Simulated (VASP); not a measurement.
Wanted: the native input for a VASP 6.6.1 run.

```
Task                   : single point
Functional             : r2SCAN
Potentials or basis    : VASP PAW PBE potentials, release 64 (Ta_pv, Si)
Cutoff                 : 520 eV
k mesh                 : 12 × 12 × 6
Occupations            : gaussian, width 0.1 eV
Spin                   : no spin polarisation
Dipole correction      : no
Further INCAR settings : ALGO = Normal; EDIFF = 1e-06; NBANDS = 38
```

TaSi2:

```
Ta Si
1.0
     4.63014    0.00000    0.00000
    -2.31507    4.00982    0.00000
     0.00000    0.00000    6.41107
Ta Si
3 6
Direct
  0.50000 0.00000 0.00000
  0.50000 0.50000 0.66667
  0.00000 0.50000 0.33333
  0.15876 0.31752 0.00000
  0.84124 0.15876 0.66667
  0.68248 0.84124 0.33333
  0.84124 0.68248 0.00000
  0.15876 0.84124 0.66667
  0.31752 0.15876 0.33333
```

These files were run (other wordings do the same):

POSCAR

```
TaSi2
1.0
    4.6301359993      0.0000000000      0.0000000000
   -2.3150679996      4.0098153983      0.0000000000
    0.0000000000      0.0000000000      6.4110659538
Ta Si
3 6
Direct
    0.5000000000      0.0000000000      0.0000000000
    0.5000000000      0.5000000000      0.6666666667
    0.0000000000      0.5000000000      0.3333333333
    0.1587579502      0.3175159005      0.0000000000
    0.8412420498      0.1587579502      0.6666666667
    0.6824840995      0.8412420498      0.3333333333
    0.8412420498      0.6824840995      0.0000000000
    0.1587579502      0.8412420498      0.6666666667
    0.3175159005      0.1587579502      0.3333333333
```

INCAR.step1

```
SYSTEM = TaSi2
ALGO = Normal
EDIFF = 1E-4
ENCUT = 520
GGA = PE
ISMEAR = 0
LASPH = .TRUE.
LCHARG = .FALSE.
LREAL = .FALSE.
LWAVE = .TRUE.
NBANDS = 38
NELM = 80
PREC = Accurate
SIGMA = 0.1
```

INCAR.step2

```
SYSTEM = TaSi2
ALGO = Normal
EDIFF = 1E-6
ENCUT = 520
ISIF = 2
ISMEAR = 0
ISTART = 1
LASPH = .TRUE.
LCHARG = .FALSE.
LMIXTAU = .TRUE.
LREAL = .FALSE.
LWAVE = .FALSE.
METAGGA = R2SCAN
NBANDS = 38
NELM = 80
PREC = Accurate
SIGMA = 0.1
```

KPOINTS

```
k-points
0
G
  12 12 6
  0 0 0
```

Potentials or basis: VASP PAW PBE potentials, release 64 (Ta_pv, Si).

Command:

```sh
$ cat potpaw_PBE.64/Ta_pv/POTCAR potpaw_PBE.64/Si/POTCAR > POTCAR
$ cp INCAR.step1 INCAR
$ mpirun -np 1 vasp_std > vasp.out
$ cp INCAR.step2 INCAR
$ mpirun -np 1 vasp_std > vasp.out
```

It gave:

```
Pressure               : 20.4 GPa
Largest force          : 0.009 eV/Å
Band gap on the k mesh : zero (an odd number of electrons rules out a gap without spin polarisation)
```

Caveat: the cell stands under pressure; the PAW data sets were made with another functional, which shifts forces and pressure a little; spin-orbit coupling is left out, which moves the levels of the heavy elements.

It took 14 min on 1 thread of AMD EPYC 9R45 96-Core Processor (Zen 5), on a shared host, peak memory 0.4 GiB.
